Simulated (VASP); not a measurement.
## Ga2Si3: single point with PBE

Ga2Si3:

```
Ga Si
1.0
     3.19441    1.84429    5.13407
    -3.19441    1.84429    5.13407
     0.00000   -3.68858    5.13407
Ga Si
4 6
Direct
  0.90631 0.90631 0.90631
  0.59369 0.59369 0.59369
  0.09369 0.09369 0.09369
  0.40631 0.40631 0.40631
  0.97830 0.52170 0.75000
  0.75000 0.97830 0.52170
  0.52170 0.75000 0.97830
  0.02170 0.47830 0.25000
  0.25000 0.02170 0.47830
  0.47830 0.25000 0.02170
```

- Program: VASP 6.6.1
- Task: single point
- Functional: PBE
- Potentials or basis: VASP PAW PBE potentials, release 64 (Ga_d, Si)
- Cutoff: 520 eV
- k mesh: 6 × 6 × 6
- Occupations: gaussian, width 0.1 eV
- Spin: no spin polarisation
- Dipole correction: no
- Further INCAR settings: ALGO = Normal; EDIFF = 1e-07; NBANDS = 49

```yaml
Pressure: 0.0 GPa
Largest_force: 0.004 eV/Å
Band_gap_on_the_k_mesh: zero (bands 38 and 39 overlap by 1.64 eV)
```

Forces in eV/Å, atoms in the order of the input:
```
Ga   0.000  0.000  0.003
Ga   0.000  0.000 -0.003
Ga   0.000  0.000 -0.003
Ga   0.000  0.000  0.003
Si  -0.004  0.000  0.000
Si   0.002 -0.003  0.000
Si   0.002  0.003  0.000
Si   0.004  0.000  0.000
Si  -0.002  0.003  0.000
Si  -0.002 -0.003  0.000
```

Levels at points of the mesh, in eV from the Fermi level:
| k point | band 35 | band 36 | band 37 | band 38 | band 39 | band 40 | band 41 | band 42 |
| --- | --- | --- | --- | --- | --- | --- | --- | --- |
| (0.00, 0.00, 0.00) | -4.08 | 1.25 | 1.25 | 1.36 | 1.53 | 1.53 | 1.53 | 2.59 |
| (0.50, 0.00, 0.00) | -1.11 | -1.11 | -0.44 | -0.44 | 0.22 | 0.22 | 0.87 | 0.87 |
| (0.50, 0.50, 0.00) | -1.58 | -1.51 | -1.37 | -0.74 | -0.28 | 0.01 | 0.11 | 0.45 |
| (0.50, 0.50, 0.50) | -0.89 | -0.89 | 0.43 | 0.43 | 0.43 | 0.43 | 1.06 | 1.06 |

Run time: 8.9 min on 1 thread of Intel Xeon 8259CL (shared host), peak memory 0.45 GiB.
